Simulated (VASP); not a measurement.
# MgZn5O6 (an interface model) in VASP: a series of runs, part 2 of 2

VASP 6.6.1.

### 3 Single point, PBEsol

This run uses another cell than the first one, of 9.56 Å³/atom.

Contents of INCAR:

```
SYSTEM = MgZn5O6
ALGO = Normal
EDIFF = 1E-6
ENCUT = 520
GGA = PS
GGA_COMPAT = .FALSE.
ISIF = 2
ISMEAR = -1
LASPH = .TRUE.
LCHARG = .FALSE.
LREAL = .FALSE.
LWAVE = .FALSE.
NBANDS = 116
NELM = 120
PREC = Accurate
SIGMA = 0.05
```

Contents of KPOINTS:

```
k-points
0
G
  6 6 1
  0 0 0
```

Contents of POSCAR:

```
MgZn5O6
1.0
    2.1072020000      2.1072020000      0.0000000000
   -2.1072020000      2.1072020000      0.0000000000
    0.0000000000      0.0000000000     25.8334631106
O Mg Zn
12 2 10
Direct
    0.5000000000      0.5000000000      0.9998070000
    0.5000000000      0.5000000000      0.1634970000
    0.5000000000      0.5000000000      0.3308640000
    0.5000000000      0.5000000000      0.4983630000
    0.5000000000      0.5000000000      0.6658460000
    0.5000000000      0.5000000000      0.8333180000
    0.0000000000      0.0000000000      0.0806650000
    0.0000000000      0.0000000000      0.2471530000
    0.0000000000      0.0000000000      0.4146240000
    0.0000000000      0.0000000000      0.5821080000
    0.0000000000      0.0000000000      0.7496060000
    0.0000000000      0.0000000000      0.9169720000
    0.0000000000      0.0000000000      0.9986670000
    0.5000000000      0.5000000000      0.0817820000
    0.0000000000      0.0000000000      0.1638590000
    0.0000000000      0.0000000000      0.3308850000
    0.0000000000      0.0000000000      0.4983550000
    0.0000000000      0.0000000000      0.6658410000
    0.0000000000      0.0000000000      0.8333790000
    0.5000000000      0.5000000000      0.2470690000
    0.5000000000      0.5000000000      0.4146070000
    0.5000000000      0.5000000000      0.5820930000
    0.5000000000      0.5000000000      0.7495630000
    0.5000000000      0.5000000000      0.9165820000
```

Potentials or basis: VASP PAW PBE potentials, release 64 (O, Mg, Zn).

Launch:

```
cat potpaw_PBE.64/O/POTCAR potpaw_PBE.64/Mg/POTCAR potpaw_PBE.64/Zn/POTCAR > POTCAR
mpirun -np 1 vasp_std > vasp.out
```

OUTCAR:

```text
SYSTEM = MgZn5O6
   EDIFF = 1E-6
   ENCUT = 520
   GGA = PS
   ISIF = 2
   ISMEAR = -1
   LASPH = .TRUE.
   LREAL = .FALSE.
   NELM = 120
   PREC = Accurate

 ion  position               nearest neighbor table
   1  0.500  0.500  1.000-  13 2.11  13 2.11  13 2.11  13 2.11  14 2.12  24 2.15
   2  0.500  0.500  0.163-  15 2.11  15 2.11  15 2.11  15 2.11  14 2.11  20 2.16
   3  0.500  0.500  0.331-  16 2.11  16 2.11  16 2.11  16 2.11  21 2.16  20 2.16
   4  0.500  0.500  0.498-  17 2.11  17 2.11  17 2.11  17 2.11  22 2.16  21 2.16
   5  0.500  0.500  0.666-  18 2.11  18 2.11  18 2.11  18 2.11  23 2.16  22 2.16
[... 1389 lines left out ...]
  Total        5.3556330      5.3556330      1.2428720      0.0000000      0.0000000      0.0000000
  in kB       37.4021381     37.4021381      8.6798458      0.0000000      0.0000000      0.0000000
  external PRESSURE =      27.8280407 kB  Pullay stress =       0.0000000 kB

 VOLUME and BASIS-vectors are now :
 -----------------------------------------------------------------------------
  energy-cutoff  :      520.00
  volume of cell :      229.42
      direct lattice vectors                 reciprocal lattice vectors
     2.107202000  2.107202000  0.000000000     0.237281476  0.237281476  0.000000000
    -2.107202000  2.107202000  0.000000000    -0.237281476  0.237281476  0.000000000
     0.000000000  0.000000000 25.833463111     0.000000000  0.000000000  0.038709483

 POSITION                                       TOTAL-FORCE (eV/Angst)
 -----------------------------------------------------------------------------------
      0.00000      2.10720     25.82848         0.000000      0.000000      0.037330
      0.00000      2.10720      4.22369         0.000000      0.000000     -0.041077
      0.00000      2.10720      8.54736        -0.000000     -0.000000     -0.000453
      0.00000      2.10720     12.87444        -0.000000     -0.000000     -0.000045
      0.00000      2.10720     17.20111        -0.000000     -0.000000     -0.000811
      0.00000      2.10720     21.52749        -0.000000     -0.000000     -0.001332
[... 16 lines left out ...]
      0.00000      2.10720     19.36381         0.000000      0.000000      0.000597
      0.00000      2.10720     23.67849         0.000000      0.000000      0.008268
 -----------------------------------------------------------------------------------
    total drift:                                0.000000     -0.000000     -0.000355

  FREE ENERGIE OF THE ION-ELECTRON SYSTEM (eV)
  ---------------------------------------------------
  free  energy   TOTEN  =      -119.8324220496 eV

  energy  without entropy=     -119.8324149015  energy(sigma->0) =     -119.83241848
```

OSZICAR:

```text
N       E                     dE             d eps       ncg     rms          rms(c)
DAV:   1     0.269025952241E+04    0.26903E+04   -0.86648E+04  2352   0.249E+03
DAV:   2     0.476055574535E+03   -0.22142E+04   -0.21047E+04  2320   0.678E+02
DAV:   3    -0.769169195584E+02   -0.55297E+03   -0.53054E+03  2460   0.270E+02
DAV:   4    -0.134414587553E+03   -0.57498E+02   -0.56793E+02  2640   0.929E+01
DAV:   5    -0.135754191593E+03   -0.13396E+01   -0.13329E+01  2600   0.146E+01    0.305E+01
DAV:   6    -0.118846145868E+03    0.16908E+02   -0.54862E+01  3976   0.740E+01    0.200E+01
DAV:   7    -0.120219615378E+03   -0.13735E+01   -0.19399E+01  2544   0.176E+01    0.130E+01
DAV:   8    -0.120516077509E+03   -0.29646E+00   -0.76636E+00  3564   0.193E+01    0.532E+00
DAV:   9    -0.119808309890E+03    0.70777E+00   -0.23379E+00  3872   0.154E+01    0.134E+00
DAV:  10    -0.119832259930E+03   -0.23950E-01   -0.68530E-01  2688   0.325E+00    0.374E-01
DAV:  11    -0.119832856691E+03   -0.59676E-03   -0.32363E-02  2968   0.128E+00    0.229E-01
DAV:  12    -0.119832736397E+03    0.12029E-03   -0.46096E-03  2904   0.591E-01    0.168E-01
DAV:  13    -0.119832379126E+03    0.35727E-03   -0.25182E-03  3360   0.472E-01    0.481E-02
DAV:  14    -0.119832418067E+03   -0.38941E-04   -0.54259E-04  3248   0.173E-01    0.243E-02
DAV:  15    -0.119832423788E+03   -0.57212E-05   -0.14856E-04  2784   0.839E-02    0.183E-02
DAV:  16    -0.119832423236E+03    0.55222E-06   -0.26476E-05  3024   0.371E-02    0.109E-02
DAV:  17    -0.119832422614E+03    0.62200E-06   -0.11819E-05  3096   0.224E-02    0.553E-03
DAV:  18    -0.119832422050E+03    0.56439E-06   -0.33862E-06  2072   0.135E-02
   1 F= -.11983242E+03 E0= -.11983242E+03  d E =-.714805E-05
```

Wall time 12 min (1 thread of Oxide Virtual Turin-like, shared host); peak memory 0.4 GiB.

Results:

```
Free energy            : -119.8324 eV
Pressure               : 2.8 GPa
Largest force          : 0.041 eV/Å
Band gap on the k mesh : 1.02 eV (least direct gap 2.20 eV)
```

Forces in eV/Å, atoms in the order of the input:
```
O    0.000  0.000  0.037
O    0.000  0.000 -0.041
O    0.000  0.000  0.000
O    0.000  0.000  0.000
O    0.000  0.000 -0.001
O    0.000  0.000 -0.001
O    0.000  0.000 -0.040
O    0.000  0.000 -0.001
O    0.000  0.000  0.000
O    0.000  0.000 -0.001
O    0.000  0.000 -0.001
O    0.000  0.000  0.039
Mg   0.000  0.000  0.004
Mg   0.000  0.000 -0.002
Zn   0.000  0.000 -0.005
Zn   0.000  0.000  0.000
Zn   0.000  0.000  0.000
Zn   0.000  0.000  0.000
Zn   0.000  0.000  0.000
Zn   0.000  0.000  0.001
Zn   0.000  0.000  0.000
Zn   0.000  0.000  0.001
Zn   0.000  0.000  0.001
Zn   0.000  0.000  0.008
```

Stress tensor (GPa, compression positive):
```
3.74 0.00 0.00
0.00 3.74 0.00
0.00 0.00 0.87
```

Levels at points of the mesh, in eV from the valence-band top:
```csv
k point,band 95,band 96,band 97,band 98,band 99,band 100,band 101,band 102
"(0.00, 0.00, 0.00)",-1.60,-1.38,-1.18,-1.18,1.02,1.80,2.26,3.45
"(0.50, 0.00, 0.00)",-0.02,-0.02,0.00,0.00,5.31,5.31,5.64,5.64
"(0.50, 0.50, 0.00)",-2.29,-2.29,-2.26,-2.26,4.24,4.24,4.65,4.65
```

Caveat: the PAW data sets were made with another functional, which shifts forces and pressure a little.
